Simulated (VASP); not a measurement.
Set up this calculation in VASP 6.6.1, as the native input.

```yaml
Task: single point
Functional: PBE
Potentials_or_basis: VASP PAW PBE potentials, release 64 (Li_sv)
Cutoff: 520 eV
k_mesh: 20 × 20 × 20
Occupations: gaussian, width 0.15 eV
Spin: no spin polarisation
Dipole_correction: no
Further_INCAR_settings: ALGO = Normal; EDIFF = 1e-07; NBANDS = 8
```

The structure of Li lies in POSCAR:

```
Li
1.0
   -1.7237500000      1.7237500000      1.6975000000
    1.7237500000     -1.7237500000      1.6975000000
    1.7237500000      1.7237500000     -1.6975000000
Li
1
Direct
    0.0000000000      0.0000000000      0.0000000000
```

This cell differs from its parent crystal: strain -0.015 along x and y, -0.030 along z.

The input as run:

INCAR

```
SYSTEM = Li
PREC = Accurate
ENCUT = 520
EDIFF = 1E-7
ISMEAR = 0
SIGMA = 0.15
LREAL = .False.
LASPH = .True.
NELM = 100
ALGO = Normal
ISIF = 2
LWAVE = .False.
LCHARG = .True.
GGA = PE
LELF = .True.
LVHAR = .True.
NBANDS = 8
```

KPOINTS

```
Automatic mesh
0
Gamma
  20 20 20
  0 0 0
```

Potentials or basis: VASP PAW PBE potentials, release 64 (Li_sv).

Launch:

```console
$ cat potpaw_PBE.64/Li_sv/POTCAR > POTCAR
$ mpirun -np 1 vasp_std > vasp.out
```

Run time: 22 s on 1 thread of Intel(R) Xeon(R) 6975P-C (Granite Rapids), with other jobs on the host, peak memory 0.19 GiB.
